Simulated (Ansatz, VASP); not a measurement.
**TaSi2: VASP beside Ansatz**

```
Ta Si
1.0
     4.77997    0.00000    0.00000
    -2.38998    4.13957    0.00000
     0.00000    0.00000    6.81695
Ta Si
3 6
Direct
  0.50000 0.00000 0.00000
  0.50000 0.50000 0.66667
  0.00000 0.50000 0.33333
  0.15952 0.31905 0.00000
  0.84048 0.15952 0.66667
  0.68095 0.84048 0.33333
  0.84048 0.68095 0.00000
  0.15952 0.84048 0.66667
  0.31905 0.15952 0.33333
```

Change from the starting cell: strain along c alone, the other axes held, atoms relaxed: +4.0 %.

Alike in both runs: functional r2SCAN; k mesh 12 × 12 × 6; occupations gaussian, width 0.1 eV; no spin polarisation.

Ansatz relaxed the structure, and its values are those at the end. VASP's run is a single point on that final structure, the one shown.

|  | VASP | Ansatz |
| --- | --- | --- |
| version | VASP 6.6.1 | Ansatz 0.2.0 |
| potentials or method | VASP PAW PBE potentials, release 64 (Ta_pv, Si), cutoff 520 eV | scalar-relativistic, plane waves, PAW |
| valence electrons in the cell | 57 | 63 |

Ansatz gave:

- gap on the k mesh at the Fermi level (eV): none
- pressure (GPa): -7.8
- rms of the force components (eV/Å): 0.001

Problem. Estimate VASP's values.

Solution. gap on the k mesh at the Fermi level (eV): none; pressure (GPa): -7.5; rms of the force components (eV/Å): 0.004.

VASP's potentials were made for PBE, not for r2SCAN. A gap of «none» marks a metal or a gap that the smearing closes. VASP's potentials hold 57 valence electrons a cell and Ansatz's 63, so a difference there can come from the potentials and not from the codes. Ansatz's warnings: stress scf threshold loose.

Neither program's run includes spin-orbit coupling.
